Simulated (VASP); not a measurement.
Wanted: the native input for a VASP 6.6.1 run.

* Task: single point
* Functional: LDA
* Potentials or basis: VASP PAW LDA potentials, release 64 (In_d, As)
* Cutoff: 520 eV
* k mesh: 14 × 14 × 14
* Occupations: gaussian, width 0.15 eV
* Spin: no spin polarisation
* Dipole correction: no
* Further INCAR settings: ALGO = Normal; EDIFF = 1e-07; NBANDS = 16

The structure of InAs lies in POSCAR:

```
InAs
1.0
    0.0000000000      3.1074883200      2.6471196800
    3.1074883200      0.0000000000      2.6471196800
    3.1074883200      3.1074883200      0.0000000000
In As
1 1
Direct
    0.5000000000      0.5000000000      0.5000000000
    0.0000000000      0.0000000000      0.0000000000
```

This cell differs from its parent crystal: strain +0.080 along x and y, -0.080 along z.

One way to write it, as run:

INCAR

```
SYSTEM = InAs
ALGO = Normal ; EDIFF = 1E-7
ENCUT = 520 ; ISIF = 2
ISMEAR = 0 ; LASPH = .TRUE.
LCHARG = .FALSE. ; LREAL = .FALSE.
LWAVE = .FALSE. ; NBANDS = 16
NELM = 100 ; PREC = Accurate
SIGMA = 0.15
```

KPOINTS

```
k-points
0
G
  14 14 14
  0 0 0
```

Potentials or basis: VASP PAW LDA potentials, release 64 (In_d, As).

Launch:

```console
$ cat potpaw_LDA.64/In_d/POTCAR potpaw_LDA.64/As/POTCAR > POTCAR
$ mpirun -np 1 vasp_std > vasp.out
```

It gave:

```json
{
 "Pressure": "-5.0 GPa",
 "Band gap on the k mesh": "zero (band 9 reaches 5.36 eV, above the bottom of band 10 at 2.56 eV)"
}
```

Caveat: the cell differs from its parent crystal (strain +0.080 along x and y, -0.080 along z); spin-orbit coupling is left out, which moves the levels of the heavy elements.

Run time: 5.1 min on 1 thread of Intel(R) Xeon(R) Platinum 8259CL CPU @ 2.50GHz (Skylake/Cascade Lake), with other jobs on the host, peak memory 0.31 GiB.
